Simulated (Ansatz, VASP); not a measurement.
One calculation of CsPbCl3, two programs

The input INCAR:

```
SYSTEM = CsPbCl3
PREC = Accurate
ENCUT = 520
EDIFF = 1E-6
ISMEAR = 0
SIGMA = 0.05
LREAL = .False.
LASPH = .True.
NELM = 100
ALGO = Normal
ISIF = 2
LWAVE = .False.
LCHARG = .False.
GGA = PS
NBANDS = 30
```

The input KPOINTS:

```
regular mesh
0
Gamma
  6 6 6
  0 0 0
```

POSCAR

```
CsPbCl3
1.0
    5.4648750000      0.0000000000      0.0000000000
    0.0000000000      5.4648750000      0.0000000000
    0.0000000000      0.0000000000      5.6050000000
Cs Pb Cl
1 1 3
Direct
    0.0000000000      0.0000000000      0.0000000000
    0.5000000000      0.5000000000      0.5000000000
    0.0000000000      0.5000000000      0.5000000000
    0.5000000000      0.0000000000      0.5000000000
    0.5000000000      0.5000000000      0.0000000000
```

Input for Ansatz:

```yaml
crystal:
  lattice:
    - [5.464875, 0.0, 0.0]
    - [0.0, 5.464875, 0.0]
    - [0.0, 0.0, 5.605]
  atoms:
    - { symbol: Cs, position: [0.0, 0.0, 0.0] }
    - { symbol: Pb, position: [0.5, 0.5, 0.5] }
    - { symbol: Cl, position: [0.0, 0.5, 0.5] }
    - { symbol: Cl, position: [0.5, 0.0, 0.5] }
    - { symbol: Cl, position: [0.5, 0.5, 0.0] }
basis:
  ecutwfc: 420
kpoints:
  mp_grid: { grid: [6, 6, 6] }
hamiltonian:
  xc: pbesol
scf:
  occupations: { method: gaussian, width: 0.05 }
output:
  forces: true
  stress: true
  eigenvalues: true
```

Change from the starting cell: strain -0.025 along x and y, +0.000 along z, atoms carried along.

Alike in both runs: task single point; functional PBEsol; k mesh 6 × 6 × 6; occupations gaussian, width 0.05 eV; no spin polarisation.

```csv
,VASP,Ansatz
version,VASP 6.6.1,Ansatz 0.2.0
potentials or method,"VASP PAW PBE potentials, release 64 (Cs_sv, Pb_d, Cl), cutoff 520 eV","scalar-relativistic, plane waves, PAW"
valence electrons in the cell,44,44
```

```csv
,VASP,Ansatz,Ansatz less VASP
gap on the k mesh at the Fermi level (eV),1.42,1.41,-0.007
least direct gap on the mesh (eV),1.42,1.41,-0.007
pressure (GPa),1.7,1.7,+0.03
"traceless stress, the component that is largest in VASP (GPa)",-1.07,-1.06,+0.001
```

VASP's potentials were made for PBE, not for PBEsol. With one functional, cell and mesh, what is left measures potentials, basis and numerics.

Neither program's run includes spin-orbit coupling.
